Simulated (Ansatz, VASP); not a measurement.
## Ti3Al: VASP beside Ansatz

INCAR

```
SYSTEM = Ti3Al
  PREC = Accurate
  ENCUT = 520
  EDIFF = 1E-6
  ISMEAR = 0
  SIGMA = 0.15
  LREAL = .FALSE.
  LASPH = .TRUE.
  NELM = 100
  ALGO = Fast
  ISIF = 2
  LWAVE = .FALSE.
  LCHARG = .TRUE.
  GGA = PS
  LELF = .TRUE.
  LVHAR = .TRUE.
  NBANDS = 28
```

KPOINTS

```
regular mesh
0
G
  24 24 6
  0 0 0
```

POSCAR

```
Ti3Al
1.0
    3.1193870860      0.0000000000      0.0000000000
   -1.5596935430      2.7014684607      0.0000000000
    0.0000000000      0.0000000000      7.8760566722
Ti Al
3 1
Direct
    0.6666666667      0.3333333333      0.0000000000
    0.3333333333      0.6666666667      0.7511761438
    0.3333333333      0.6666666667      0.2488238562
    0.6666666667      0.3333333333      0.5000000000
```

Input for Ansatz:

```yaml
crystal:
  lattice:
    - [3.119387086, 0.0, 0.0]
    - [-1.559693543, 2.7014684607, 0.0]
    - [0.0, 0.0, 7.8760566722]
  atoms:
    - { symbol: Ti, position: [0.6666666667, 0.3333333333, 0.0] }
    - { symbol: Ti, position: [0.3333333333, 0.6666666667, 0.7511761438] }
    - { symbol: Ti, position: [0.3333333333, 0.6666666667, 0.2488238562] }
    - { symbol: Al, position: [0.6666666667, 0.3333333333, 0.5] }
basis:
  ecutwfc: 420
kpoints:
  mp_grid: { grid: [24, 24, 6] }
hamiltonian:
  xc: pbesol
scf:
  occupations: { method: gaussian, width: 0.15 }
output:
  forces: true
  stress: true
  eigenvalues: true
```

Alike in both runs: task single point; functional PBEsol; k mesh 24 × 24 × 6; occupations gaussian, width 0.15 eV; no spin polarisation.

```csv
,VASP,Ansatz
version,VASP 6.6.1,Ansatz 0.2.0
potentials or method,"VASP PAW PBE potentials, release 64 (Ti_sv, Al), cutoff 520 eV","scalar-relativistic, plane waves, PAW"
valence electrons in the cell,39,39
```

|  | VASP | Ansatz | Ansatz less VASP |
| --- | --- | --- | --- |
| gap on the k mesh at the Fermi level (eV) | none | none | - |
| pressure (GPa) | 3.2 | 3.3 | +0.08 |
| traceless stress, the component that is largest in VASP (GPa) | 16.12 | 16.15 | +0.028 |
| rms of the force components (eV/Å) | 0.038 | 0.032 | -0.0065 |

VASP's potentials were made for PBE, not for PBEsol. Atom by atom the forces differ by 0.007 eV/Å (rms over components). A gap of «none» marks a metal or a gap that the smearing closes.
